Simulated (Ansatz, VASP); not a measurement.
## Two plane-wave programs on B2Pt2Cl

```
B Pt Cl
1.0
     3.78951    0.00000    0.00000
     0.00000    3.78951    0.00000
     0.00000    0.00000    7.18703
B Pt Cl
2 2 1
Direct
  0.50000 0.00000 0.32178
  0.00000 0.50000 0.32178
  0.50000 0.00000 0.58107
  0.00000 0.50000 0.58107
  0.00000 0.00000 0.86769
```

Alike in both runs: task relaxation of cell and atoms; functional PBE; k mesh 10 × 10 × 6; occupations gaussian, width 0.1 eV; no spin polarisation.

|  | VASP | Ansatz |
| --- | --- | --- |
| version | VASP 6.6.1 | Ansatz 0.2.0 |
| potentials or method | VASP PAW PBE potentials, release 64 (B, Pt, Cl), cutoff 600 eV | scalar-relativistic, plane waves, PAW |
| valence electrons in the cell | 33 | 49 |

```tsv
	VASP	Ansatz	Ansatz less VASP
gap on the k mesh at the Fermi level, each at its own relaxed structure (eV)	none	none	-
relaxed volume (Å³/atom)	20.33	20.78	+0.452
relaxed length of the cell vector where the two differ most in proportion (Å)	7.246	7.380	+0.1341
```

A gap of «none» marks a metal or a gap that the smearing closes. VASP's potentials hold 33 valence electrons a cell and Ansatz's 49, so a difference there can come from the potentials and not from the codes.

Neither program's run includes spin-orbit coupling.
